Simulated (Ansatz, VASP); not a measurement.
# Pt in VASP and in Ansatz

INCAR

```
PREC = Accurate
ENCUT = 520
EDIFF = 1E-6
ISMEAR = 0
SIGMA = 0.15
LREAL = False
LASPH = True
NELM = 60
ALGO = Normal
ISIF = 2
LWAVE = False
LCHARG = False
GGA = PE
NBANDS = 11
```

KPOINTS

```
regular mesh
0
Gamma
  22 22 22
```

The input POSCAR:

```
Pt
1.0
   -1.5208512000      1.5208512000      1.5842200000
    1.5208512000     -1.5208512000      1.5842200000
    1.5208512000      1.5208512000     -1.5842200000
Pt
1
Direct
    0.0000000000      0.0000000000      0.0000000000
```

Input for Ansatz:

```yaml
crystal:
  lattice:
    - [-1.5208512, 1.5208512, 1.58422]
    - [1.5208512, -1.5208512, 1.58422]
    - [1.5208512, 1.5208512, -1.58422]
  atoms:
    - { symbol: Pt, position: [0.0, 0.0, 0.0] }
basis:
  ecutwfc: 420
kpoints:
  mp_grid: { grid: [22, 22, 22] }
hamiltonian:
  xc: pbe
scf:
  occupations: { method: gaussian, width: 0.15 }
output:
  forces: true
  stress: true
  eigenvalues: true
```

Change from the starting cell: strain -0.040 along x and y, +0.000 along z, atoms carried along.

Alike in both runs: task single point; functional PBE; k mesh 22 × 22 × 22; occupations gaussian, width 0.15 eV; no spin polarisation.

```csv
,VASP,Ansatz
version,VASP 6.6.1,Ansatz 0.2.0
potentials or method,"VASP PAW PBE potentials, release 64 (Pt), cutoff 520 eV","scalar-relativistic, plane waves, PAW"
valence electrons in the cell,10,18
```

VASP gave:

* gap on the k mesh at the Fermi level (eV): none
* pressure (GPa): 22.0
* traceless stress, the component that is largest in VASP (GPa): 2.89

Q: Which values does Ansatz return?

A: gap on the k mesh at the Fermi level (eV): none; pressure (GPa): 22.5; traceless stress, the component that is largest in VASP (GPa): 2.89.

A gap of «none» marks a metal or a gap that the smearing closes. VASP's potentials hold 10 valence electrons a cell and Ansatz's 18, so a difference there can come from the potentials and not from the codes.

Neither program's run includes spin-orbit coupling.
